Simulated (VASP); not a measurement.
Write the native input for VASP 6.6.1 that does the following.

- Task: relaxation of the atoms
- Functional: PBE
- Potentials or basis: VASP PAW PBE potentials, release 64 (Sn_d, Se)
- Cutoff: 520 eV
- k mesh: 12 × 12 × 4
- Occupations: gaussian, width 0.02 eV
- Spin: no spin polarisation
- Dipole correction: no
- Further INCAR settings: ALGO = Normal; EDIFF = 1e-06; IBRION = 2; EDIFFG = -0.008; NSW = 60

The structure of SnSe2 lies in POSCAR:

```
SnSe2
1.0
    3.8716723131      0.0000000000      0.0000000000
   -1.9358361566      3.3529665783      0.0000000000
    0.0000000000      0.0000000000      7.1105230465
Sn Se
1 2
Direct
    0.0000000000      0.0000000000      0.0000000000
    0.6666666667      0.3333333333      0.7712614522
    0.3333333333      0.6666666667      0.2287385478
```

This cell differs from its parent crystal: strain along c alone, the other axes held: +2.0 %.

One way to write it, as run:

INCAR

```
SYSTEM = SnSe2
ALGO     = Normal         ! electronic algorithm
EDIFF    = 1E-6           ! SCF threshold, eV
EDIFFG   = -0.008         ! ionic threshold
ENCUT    = 520            ! plane-wave cutoff, eV
GGA      = PE             ! functional
IBRION   = 2              ! ionic algorithm
ISIF     = 2              ! what is computed and relaxed
ISMEAR   = 0              ! smearing method
LASPH    = .True.         ! aspherical terms in the spheres
LCHARG   = .False.        ! write CHGCAR
LREAL    = .False.        ! projectors in reciprocal space
LWAVE    = .False.        ! write WAVECAR
NELM     = 60             ! most SCF steps
NSW      = 60             ! ionic steps
PREC     = Accurate       ! precision mode
SIGMA    = 0.02           ! smearing width, eV
```

KPOINTS

```
k-points
0
Gamma
  12 12 4
  0 0 0
```

Potentials or basis: VASP PAW PBE potentials, release 64 (Sn_d, Se).

Launch:

```sh
$ cat potpaw_PBE.64/Sn_d/POTCAR potpaw_PBE.64/Se/POTCAR > POTCAR
$ mpirun -np 1 vasp_std > vasp.out
```

Results of the run:

```
Energy gained by relaxing : 2.7 meV/atom
Ionic steps               : 4
Pressure after relaxing   : 0.0 GPa
Band gap on the k mesh    : 0.70 eV (least direct gap 1.07 eV)
```

Caveat: the cell differs from its parent crystal (strain along c alone, the other axes held: +2.0 %); spin-orbit coupling is left out, which moves the levels of the heavy elements; this functional lacks dispersion, which binds the layers, so the pressure and a relaxed spacing across them are unreliable.

Run time: 3 min on 1 thread of Intel(R) Xeon(R) Platinum 8259CL CPU @ 2.50GHz (Skylake/Cascade Lake), on a shared host, peak memory 0.29 GiB.
